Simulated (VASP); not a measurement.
Here is a VASP 6.6.1 calculation.

The input INCAR:

```
ALGO     = Normal         # electronic algorithm
EDIFF    = 1E-6           # SCF threshold, eV
EDIFFG   = -0.02          # ionic threshold
ENCUT    = 600            # plane-wave cutoff, eV
IBRION   = 2              # ionic algorithm
ISIF     = 3              # what is computed and relaxed
ISMEAR   = -1             # smearing method
LASPH    = True           # aspherical terms in the spheres
LCHARG   = False          # write CHGCAR
LREAL    = False          # projectors in reciprocal space
LWAVE    = False          # write WAVECAR
NELM     = 60             # most SCF steps
NSW      = 80             # ionic steps
PREC     = Accurate       # precision mode
SIGMA    = 0.1            # smearing width, eV
```

The input KPOINTS:

```
k-points
0
Gamma
  4 4 4
```

Contents of POSCAR:

```
AgAu3
1.0
    4.0298275174      0.0000000000      0.0000000000
    0.0000000000      4.0298275174      0.0000000000
    0.0000000000      0.0000000000      4.0298275174
Au Ag
3 1
Direct
    0.0000000000      0.0000000000      0.0000000000
    0.0000000000      0.5000000000      0.5000000000
    0.5000000000      0.0000000000      0.5000000000
    0.5000000000      0.5000000000      0.0000000000
```

Potentials or basis: VASP PAW LDA potentials, release 64 (Au, Ag).

Command:

```console
$ cat potpaw_LDA.64/Au/POTCAR potpaw_LDA.64/Ag/POTCAR > POTCAR
$ mpirun -np 1 vasp_std > vasp.out
```

(1) What does it give for the relaxed cell?

(2) Estimate the space group after relaxing (to 0.1 Å).

(3) Estimate the band gap on the k mesh.

Answers

(1) a = 4.035 Å, b = 4.035 Å, c = 4.035 Å, α = 90.00°, β = 90.00°, γ = 90.00°.

(2) Pm-3m (No. 221).

(3) zero (bands 22 and 23 overlap by 2.00 eV).

Caveat: the k points lie up to 0.39 Å⁻¹ apart in the final cell, too coarse for converged energies and pressures of a metal; spin-orbit coupling is left out, which moves the levels of the heavy elements.
